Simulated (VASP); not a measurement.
Ag:

```
Ag
1.0
     2.94940    0.00000    0.00000
    -1.47470    2.55426    0.00000
     0.00000    0.00000    4.82172
Ag
2
Direct
  0.66667 0.33333 0.75000
  0.33333 0.66667 0.25000
```

This isn't the form of Ag at room conditions, which is fcc.

Base run:

- Program: VASP 6.6.1
- Functional: r2SCAN
- Potentials or basis: VASP PAW PBE potentials, release 64 (Ag)
- Cutoff: 520 eV
- k mesh: 10 × 10 × 6
- Occupations: fermi-dirac, width 0.05 eV
- Spin: no spin polarisation

Its results: band gap on the k mesh zero (bands 11 and 12 overlap by 6.78 eV); pressure -4.0 GPa.

Task: The run is repeated on the same cell with these changes: functional from r2SCAN to PBE-based screened hybrid with 25 % exact exchange; k mesh from 10 × 10 × 6 to 5 × 5 × 3. What comes out?

Result: Band gap on the k mesh zero (bands 11 and 12 overlap by 5.64 eV); pressure -2.3 GPa.

Several settings changed at once.

Caveats: some runs use coarse meshes; the PAW data sets were made with another functional, which shifts forces and pressure a little; the cell stands under tension (at least some runs).
